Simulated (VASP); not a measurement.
# CdS in VASP: further runs

The runs below take CdS through single point, with PBE.

Everything below comes from runs of VASP 6.6.1. Logs are shortened: lines on timing, memory, paths and dates and some standing lists are left out, and cuts for length are marked.

### 1 The cell of the first run

The cell holds a sheet with vacuum, 2 atoms: a = 4.812 Å, b = 4.387 Å, c = 26.743 Å, α = 90.00°, β = 90.00°, γ = 90.00°.

### 2 Single point, PBE

Contents of INCAR:

```
SYSTEM = CdS
ALGO = Normal
DIPOL = 0.5 0.5 0.299
EDIFF = 1E-6
ENCUT = 520
GGA = PE
IDIPOL = 3
ISIF = 2
ISMEAR = 0
LASPH = .TRUE.
LCHARG = .TRUE.
LDIPOL = .TRUE.
LELF = .TRUE.
LREAL = .FALSE.
LVACPOTAV = .TRUE.
LVHAR = .TRUE.
LWAVE = .FALSE.
NBANDS = 16
NELM = 80
PREC = Accurate
SIGMA = 0.02
```

Contents of KPOINTS:

```
k-points
0
G
  6 6 1
  0 0 0
```

Contents of POSCAR:

```
CdS
1.0
    4.8124382240      0.0000000000      0.0000000000
    0.0000000000      4.3865950570      0.0000000000
    0.0000000000      0.0000000000     26.7429536000
Cd S
1 1
Direct
    0.5000000000      0.0000000000      0.3139923525
    0.5000000000      0.5000000000      0.2842960878
```

Potentials or basis: VASP PAW PBE potentials, release 64 (Cd, S).

The run is started by

```sh
cat potpaw_PBE.64/Cd/POTCAR potpaw_PBE.64/S/POTCAR > POTCAR
mpirun -np 1 vasp_std > vasp.out
```

OUTCAR:

```text
SYSTEM = CdS
   EDIFF = 1E-6
   ENCUT = 520
   GGA = PE
   ISIF = 2
   ISMEAR = 0
   LASPH = .TRUE.
   LREAL = .FALSE.
   NELM = 80
   PREC = Accurate

 ion  position               nearest neighbor table
   1  0.500  0.000  0.314-   2 2.33   2 2.33
   2  0.500  0.500  0.284-   1 2.33   1 2.33

  LATTYP: Found a simple orthorhombic cell.
 ALAT       =     4.3865950570
 B/A-ratio  =     1.0970782945
 C/A-ratio  =     6.0965175159

  Lattice vectors:

 A1 = (   0.0000000000,  -4.3865950570,   0.0000000000)
 A2 = (   4.8124382240,   0.0000000000,   0.0000000000)
 A3 = (   0.0000000000,   0.0000000000,  26.7429536000)

Analysis of symmetry for initial positions (statically):
=====================================================================
 Subroutine PRICEL returns:
 Original cell was already a primitive cell.

 Routine SETGRP: Setting up the symmetry group for a
 simple orthorhombic supercell.

 Subroutine GETGRP returns: Found  4 space group operations
 (whereof  4 operations were pure point group operations)
 out of a pool of  8 trial point group operations.

The static configuration has the point symmetry C_2v.

Analysis of symmetry for dynamics (positions and initial velocities):
=====================================================================
 Subroutine PRICEL returns:
 Original cell was already a primitive cell.

 Routine SETGRP: Setting up the symmetry group for a
 simple orthorhombic supercell.

 Subroutine GETGRP returns: Found  4 space group operations
 (whereof  4 operations were pure point group operations)
 out of a pool of  8 trial point group operations.

The dynamic configuration has the point symmetry C_2v.

 Subroutine INISYM returns: Found  4 space group operations
 (whereof  4 operations are pure point group operations),
 and found     1 'primitive' translations

----------------------------------------------------------------------------------------

                                     Primitive cell

  volume of cell :     564.5496

  direct lattice vectors                    reciprocal lattice vectors
     4.812438224  0.000000000  0.000000000     0.207794875  0.000000000  0.000000000
     0.000000000  4.386595057  0.000000000     0.000000000  0.227967247  0.000000000
     0.000000000  0.000000000 26.742953600     0.000000000  0.000000000  0.037393028

  length of vectors
     4.812438224  4.386595057 26.742953600     0.207794875  0.227967247  0.037393028

  position of ions in fractional coordinates (direct lattice)
[... 75 lines left out ...]
   NFREE  =      0    steps in history (QN), initial steepest desc. (CG)
   ISIF   =      2    stress and relaxation
   ISYM   =      2    0-nonsym 1-usesym 2-fastsym
   POTIM  = 0.5000    time-step for ionic-motion
   TEBEG  =    0.0;   TEEND  =   0.0 temperature during run
   PSTRESS=    0.0 pullay stress
   NELECT =      18.0000    total number of electrons
   NUPDOWN=      -1.0000    fix difference up-down
   EMIN   =  10.00;   EMAX   =-10.00  energy-range for DOS
   EFERMI =   0.00;   METHOD = LEGACY
   ISMEAR =     0;   SIGMA  =   0.02  broadening in eV -4-tet -1-fermi 0-gaus
   EFERMI_NEDOS =   21; number of points for ismear=-14 and -15
   IALGO  =     38    algorithm
   IMIX   =      4    mixing-type and parameters
     AMIX     =   0.40;   BMIX     =  1.00
     AMIX_MAG =   1.60;   BMIX_MAG =  1.00
  volume/ion in A,a.u.               =     282.27      1904.88
  Fermi-wavevector in a.u.,A,eV,Ry     =   0.519117  0.980988  3.666527  0.269482
  Thomas-Fermi vector in A             =   1.536337
   LORBIT       =      0    0 simple, 1 ext, 2 COOP (PROOUT), +10 PAW based schemes
   GGA     = PE    functional components
   LHFCALC =     F    Hartree Fock is set to
   AEXX    =    0.0000 exact exchange contribution
   IVDW    =     0    specifies the selected vdW correction
   LEPSILON=     F    determine dielectric tensor
   LRPA    =     F    only Hartree local field effects (RPA)
 non-spin polarized calculation
 Gauss-broadening in eV      SIGMA  =   0.02
  energy-cutoff  :      520.00
  volume of cell :      564.55
 maximum number of plane-waves:     15270
 NGX is ok and might be reduce to    36
   NGX = 17   NGY = 17   NGZ = 99

 dipolmoment           0.000000      0.000000      0.000003 electrons x Angstroem

 number of electron      18.0000002 magnetization

 dipolmoment           0.000000      0.000000     -0.212225 electrons x Angstroem

 Free energy of the ion-electron system (eV)
  ---------------------------------------------------
  ext. energy  EPLUGINS =         0.00000000
  ---------------------------------------------------
  free energy    TOTEN  =        -4.63963199 eV

  energy without entropy =       -4.63963199  energy(sigma->0) =       -4.63963199

 E-fermi :  -4.5630     XC(G=0):  -1.3338

 val. band max:       -4.6933985960   @ k =   0.0000   0.5000   0.0000
 cond. band min:      -3.2253834732   @ k =   0.0000   0.0000   0.0000
 fundamental gap:      1.4680151228
 Fermi energy:        -4.5629658514

 k-point     1 :       0.0000    0.0000    0.0000
  band No.  band energies     occupation
      1     -16.6501      2.00000
      2     -13.0519      2.00000
      3     -12.7090      2.00000
      4     -12.6797      2.00000
      5     -12.6502      2.00000
      6     -12.1896      2.00000
[... 281 lines left out ...]
      3     -12.7545      2.00000
      4     -12.6780      2.00000
      5     -12.6777      2.00000
      6     -12.4332      2.00000
[... 8 lines left out ...]
     15       3.0006      0.00000
     16       3.3907      0.00000

------------------------ aborting loop because EDIFF is reached ----------------------------------------

  FORCE on cell =-STRESS in cart. coord.  units (eV):
  Direction    XX          YY          ZZ          XY          YZ          ZX
  --------------------------------------------------------------------------------------
  -------------------------------------------------------------------------------------
  Total        0.1506537      0.2437006      0.0348225      0.0000000      0.0000000      0.0000000
  in kB        0.4275514      0.6916161      0.0988252      0.0000000      0.0000000      0.0000000
  external PRESSURE =       0.4059976 kB  Pullay stress =       0.0000000 kB

 VOLUME and BASIS-vectors are now :
 -----------------------------------------------------------------------------
  energy-cutoff  :      520.00
  volume of cell :      564.55
      direct lattice vectors                 reciprocal lattice vectors
     4.812438224  0.000000000  0.000000000     0.207794875  0.000000000  0.000000000
     0.000000000  4.386595057  0.000000000     0.000000000  0.227967247  0.000000000
     0.000000000  0.000000000 26.742953600     0.000000000  0.000000000  0.037393028

 POSITION                                       TOTAL-FORCE (eV/Angst)
 -----------------------------------------------------------------------------------
      2.40622      0.00000      8.39708         0.000000      0.000000      0.043770
      2.40622      2.19330      7.60292         0.000000      0.000000     -0.043770
 -----------------------------------------------------------------------------------
    total drift:                                0.000000     -0.000000     -0.000647

  FREE ENERGIE OF THE ION-ELECTRON SYSTEM (eV)
  ---------------------------------------------------
  free  energy   TOTEN  =        -4.6396319888 eV

  energy  without entropy=       -4.6396319888  energy(sigma->0) =       -4.63963199

 vacuum level on the upper side and lower side of the slab        -0.337         1.483
```

stdout:

```text
POSCAR found type information on POSCAR CdS
 POSCAR found :  2 types and       2 ions
 scaLAPACK will be used
 LDA part: xc-table for (Slater+PW92), standard interpolation
 POSCAR, INCAR and KPOINTS ok, starting setup
 FFT: planning ... GRIDC
 FFT: planning ... GRID_SOFT
 FFT: planning ... GRID
 WAVECAR not read
 entering main loop
 -----------------------------------------------------------------------------
|                                                                             |
|           W    W    AA    RRRRR   N    N  II  N    N   GGGG   !!!           |
|           W    W   A  A   R    R  NN   N  II  NN   N  G    G  !!!           |
|           W    W  A    A  R    R  N N  N  II  N N  N  G       !!!           |
|           W WW W  AAAAAA  RRRRR   N  N N  II  N  N N  G  GGG   !            |
|           WW  WW  A    A  R   R   N   NN  II  N   NN  G    G                |
|           W    W  A    A  R    R  N    N  II  N    N   GGGG   !!!           |
|                                                                             |
|     Did not find any points to average over, which means that no vacuum     |
|     field-free region was found. Please increase the size of  your cell     |
|     in the dimension of the dipole correction to obtain accurate            |
|     workfunction values.                                                    |
|                                                                             |
 -----------------------------------------------------------------------------
```

Wall time 96 s (1 thread of Intel Xeon 6975P-C (Granite Rapids), shared host); peak memory 0.6 GiB.

What came out:

| Property | Result |
| --- | --- |
| Free energy | -4.6396 eV |
| Largest force | 0.044 eV/Å |
| Band gap on the k mesh | 1.47 eV, indirect (least direct gap 2.14 eV) |

Forces on the atoms (eV/Å):
```
Cd   0.000  0.000  0.044
S    0.000  0.000 -0.044
```

### 3 Single point, PBE

This run uses another cell than the first one, of 391.43 Å³/atom, 1.387 times its volume.

Contents of INCAR:

```
  PREC = Accurate
  ENCUT = 520
  EDIFF = 1E-6
  ISMEAR = 0
  SIGMA = 0.02
  LREAL = False
  LASPH = True
  NELM = 80
  ALGO = Normal
  ISIF = 2
  LWAVE = False
  LCHARG = False
  LDIPOL = True
  IDIPOL = 3
  DIPOL = 0.5 0.5 0.299
  GGA = PE
  NBANDS = 16
```

Contents of KPOINTS:

```
regular mesh
0
Gamma
  6 6 1
```

Contents of POSCAR:

```
CdS
1.0
    6.6757198781      0.0000000000      0.0000000000
    0.0000000000      4.3850640206      0.0000000000
    0.0000000000      0.0000000000     26.7429536000
Cd S
1 1
Direct
    0.5000000000      0.0000000000      0.3140792005
    0.5000000000      0.5000000000      0.2842092398
```

Potentials or basis: VASP PAW PBE potentials, release 64 (Cd, S).

The run is started by

```sh
cat potpaw_PBE.64/Cd/POTCAR potpaw_PBE.64/S/POTCAR > POTCAR
mpirun -np 1 vasp_std > vasp.out
```

Run time: 5.5 min. Hardware: 1 thread of AMD EPYC 7R13 (Zen 3), shared host; peak memory 0.74 GiB.

The run converged. Its results:

```yaml
Free_energy: -4.6618 eV
Largest_force: 0.058 eV/Å
Band_gap_on_the_k_mesh: 1.88 eV, indirect (least direct gap 2.60 eV)
```

Forces in eV/Å, atoms in the order of the input:
```
Cd   0.000  0.000  0.058
S    0.000  0.000 -0.058
```

Levels at points of the mesh, in eV from the valence-band top:
| k point | band 6 | band 7 | band 8 | band 9 | band 10 | band 11 | band 12 | band 13 |
| --- | --- | --- | --- | --- | --- | --- | --- | --- |
| (0.00, 0.00, 0.00) | -7.25 | -1.45 | -1.37 | -0.75 | 1.88 | 4.07 | 4.94 | 5.48 |
| (0.50, 0.00, 0.00) | -7.25 | -1.45 | -1.35 | -0.81 | 1.98 | 4.35 | 4.37 | 5.69 |
| (0.00, 0.50, 0.00) | -7.51 | -3.63 | -0.72 | 0.00 | 2.60 | 4.35 | 5.67 | 6.61 |
| (0.50, 0.50, 0.00) | -7.51 | -3.62 | -0.71 | -0.03 | 2.66 | 3.90 | 6.28 | 6.81 |
